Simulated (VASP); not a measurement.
Write the native input for VASP 6.6.1 that does the following.

```
Task                   : single point
Functional             : LDA
Potentials or basis    : VASP PAW LDA potentials, release 64 (W_sv)
Cutoff                 : 520 eV
k mesh                 : 20 × 20 × 20
Occupations            : gaussian, width 0.15 eV
Spin                   : no spin polarisation
Dipole correction      : no
Further INCAR settings : ALGO = Fast; EDIFF = 1e-06; NBANDS = 13
```

The structure of W lies in POSCAR:

```
W
1.0
   -0.0744929544      1.9864787842      1.9864787842
    1.9119858298      0.0000000000      1.9119858298
    1.9864787842      1.9864787842     -0.0744929544
W
1
Direct
    0.0000000000      0.0000000000      0.0000000000
```

This cell differs from its parent crystal: engineering shear strain xz -0.0750, normal strain along z +0.0000.

One way to write it, as run:

INCAR

```
SYSTEM = W
  PREC = Accurate
  ENCUT = 520
  EDIFF = 1E-6
  ISMEAR = 0
  SIGMA = 0.15
  LREAL = .False.
  LASPH = .True.
  NELM = 100
  ALGO = Fast
  ISIF = 2
  LWAVE = .False.
  LCHARG = .False.
  GGA = CA
  NBANDS = 13
```

KPOINTS

```
regular mesh
0
Gamma
  20 20 20
  0 0 0
```

Potentials or basis: VASP PAW LDA potentials, release 64 (W_sv).

Launch:

```bash
$ cat potpaw_LDA.64/W_sv/POTCAR > POTCAR
$ mpirun -np 1 vasp_std > vasp.out
```

It gave:

```
Pressure               : 3.3 GPa
Band gap on the k mesh : zero (bands 7 and 8 overlap by 4.25 eV)
```

Caveat: the cell differs from its parent crystal (engineering shear strain xz -0.0750, normal strain along z +0.0000); the cell stands under pressure; spin-orbit coupling is left out, which moves the levels of the heavy elements.

It took 2.5 min on 1 thread of AMD EPYC 9R45 96-Core Processor (Zen 5), on a shared host, peak memory 0.28 GiB.
